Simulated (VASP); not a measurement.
## Ru: single point with PBEsol

The system is Ru.

```
Ru
1.0
     2.76150    0.00000    0.00000
    -1.38075    2.39153    0.00000
     0.00000    0.00000    4.25238
Ru
2
Direct
  0.32331 0.64662 0.25000
  0.67669 0.35338 0.75000
```

This cell differs from its parent crystal: atoms displaced along a vibrational mode, the cell strained.

| Item | Value |
| --- | --- |
| Program | VASP 6.6.1 |
| Task | single point |
| Functional | PBEsol |
| Potentials or basis | VASP PAW PBE potentials, release 64 (Ru_pv) |
| Cutoff | 520 eV |
| k mesh | 18 × 18 × 10 |
| Occupations | gaussian, width 0.15 eV |
| Spin | no spin polarisation |

```
Pressure               : -15.2 GPa
Largest force          : 0.668 eV/Å
Band gap on the k mesh : zero (bands 14 and 15 overlap by 2.98 eV)
```

Forces in eV/Å, atoms in the order of the input:
```
Ru   0.000  0.668  0.000
Ru   0.000 -0.668  0.000
```

Stress tensor (GPa, compression positive):
```
-17.22   0.00   0.00
  0.00 -19.85   0.00
  0.00   0.00  -8.66
```

Levels at points of the mesh, in eV from the Fermi level:
```
           k point  band 11  band 12  band 13  band 14  band 15  band 16  band 17  band 18
(0.00, 0.00, 0.00)    -2.27    -1.82    -1.72    -1.70    -1.21     0.78     1.45     1.50
(0.50, 0.00, 0.00)    -2.04    -1.99    -1.40     1.15     1.68     1.83     3.94     5.60
(0.00, 0.50, 0.00)    -1.64    -1.46    -1.27     1.29     1.55     2.02     3.50     6.02
(0.00, 0.00, 0.50)    -2.68    -2.68    -2.50    -2.50     0.41     0.41     0.63     0.63
(0.50, 0.00, 0.50)    -1.06    -1.06     0.56     0.56     1.46     1.46     3.04     3.04
(0.00, 0.50, 0.50)    -1.15    -1.15     0.07     0.07     1.49     1.49     3.54     3.54
```

It took 8.6 min on 1 thread of AMD EPYC 7R43 64-Core Processor (Zen 3), with other jobs on the host, peak memory 0.31 GiB.

Caveat: the cell differs from its parent crystal (atoms displaced along a vibrational mode, the cell strained); the stress differs along the axes, from -20 to -9 GPa; the PAW data sets were made with another functional, which shifts forces and pressure a little.
